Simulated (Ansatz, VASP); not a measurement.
# MgO in VASP and in Ansatz

Contents of INCAR:

```
PREC     = Accurate       # precision mode
ENCUT    = 520            # plane-wave cutoff, eV
EDIFF    = 1E-6           # SCF threshold, eV
ISMEAR   = 0              # smearing method
SIGMA    = 0.05           # smearing width, eV
LREAL    = False          # projectors in reciprocal space
LASPH    = True           # aspherical terms in the spheres
NELM     = 100            # most SCF steps
ALGO     = Normal         # electronic algorithm
ISIF     = 2              # what is computed and relaxed
LWAVE    = False          # write WAVECAR
LCHARG   = False          # write CHGCAR
GGA      = PE             # functional
NBANDS   = 16             # bands
```

File KPOINTS:

```
regular mesh
0
Gamma
  9 9 6
```

File POSCAR:

```
MgO
1.0
    3.3152853999      0.0000000000      0.0000000000
   -1.6576427000      2.8711213771      0.0000000000
    0.0000000000      0.0000000000      4.8484000000
Mg O
2 2
Direct
    0.3333333333      0.6666666667      0.0063188013
    0.6666666667      0.3333333333      0.5063188013
    0.3333333333      0.6666666667      0.3982811987
    0.6666666667      0.3333333333      0.8982811987
```

Input for Ansatz:

```yaml
crystal:
  lattice:
    - [3.3152853999, 0.0, 0.0]
    - [-1.6576427, 2.8711213771, 0.0]
    - [0.0, 0.0, 4.8484]
  atoms:
    - { symbol: Mg, position: [0.3333333333, 0.6666666667, 0.0063188013] }
    - { symbol: Mg, position: [0.6666666667, 0.3333333333, 0.5063188013] }
    - { symbol: O, position: [0.3333333333, 0.6666666667, 0.3982811987] }
    - { symbol: O, position: [0.6666666667, 0.3333333333, 0.8982811987] }
basis:
  ecutwfc: 520.0
kpoints:
  mp_grid: { grid: [9, 9, 6] }
hamiltonian:
  xc: pbe
  pseudopotentials: { kind: paw, azcp: { folder: soft_1 } }
scf:
  occupations: { method: gaussian, width: 0.05 }
output:
  forces: true
  stress: true
  eigenvalues: true
```

Alike in both runs: task single point; functional PBE; k mesh 9 × 9 × 6; occupations gaussian, width 0.05 eV; no spin polarisation.

|  | VASP | Ansatz |
| --- | --- | --- |
| version | VASP 6.6.1 | Ansatz 0.2.0 |
| potentials or method | VASP PAW PBE potentials, release 64 (Mg, O), cutoff 520 eV | scalar-relativistic, plane waves, PAW |
| valence electrons in the cell | 16 | 32 |

|  | VASP | Ansatz | Ansatz less VASP |
| --- | --- | --- | --- |
| gap on the k mesh at the Fermi level (eV) | 3.60 | 3.62 | +0.020 |
| least direct gap on the mesh (eV) | 3.60 | 3.62 | +0.020 |
| pressure (GPa) | 6.6 | 7.0 | +0.41 |
| traceless stress, the component that is largest in VASP (GPa) | 8.24 | 8.09 | -0.144 |
| rms of the force components (eV/Å) | 0.457 | 0.452 | -0.0050 |

Atom by atom the forces differ by 0.005 eV/Å (rms over components). With one functional, cell and mesh, what is left measures potentials, basis and numerics. VASP's potentials hold 16 valence electrons a cell and Ansatz's 32, so a difference there can come from the potentials and not from the codes.
